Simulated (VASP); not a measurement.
Here is a VASP 6.6.1 calculation.

INCAR

```
SYSTEM = KMgF3
ALGO = Normal
EDIFF = 1E-6
ENCUT = 520
GGA = PE
ISIF = 2
ISMEAR = 0
LASPH = .TRUE.
LCHARG = .FALSE.
LREAL = .FALSE.
LWAVE = .FALSE.
NBANDS = 24
NELM = 80
PREC = Accurate
SIGMA = 0.05
```

File KPOINTS:

```
k-points
0
G
  6 6 6
  0 0 0
```

Contents of POSCAR:

```
KMgF3
1.0
    3.9859000000      0.0000000000      0.0000000000
    0.0000000000      3.9859000000      0.0000000000
    0.0000000000      0.0000000000      4.1054770000
K Mg F
1 1 3
Direct
    0.5000000000      0.5000000000      0.5000000000
    0.0000000000      0.0000000000      0.0000000000
    0.5000000000      0.0000000000      0.0000000000
    0.0000000000      0.5000000000      0.0000000000
    0.0000000000      0.0000000000      0.5000000000
```

Potentials or basis: VASP PAW PBE potentials, release 64 (K_sv, Mg, F).

The run is started by

```sh
$ cat potpaw_PBE.64/K_sv/POTCAR potpaw_PBE.64/Mg/POTCAR potpaw_PBE.64/F/POTCAR > POTCAR
$ mpirun -np 1 vasp_std > vasp.out
```

(1) Estimate the band gap on the k mesh.

(2) Estimate the pressure.

Answers

(1) 7.07 eV, indirect (least direct gap 7.40 eV).

(2) 1.2 GPa.

Caveat: the cell differs from its parent crystal (strain +0.000 along x and y, +0.030 along z).
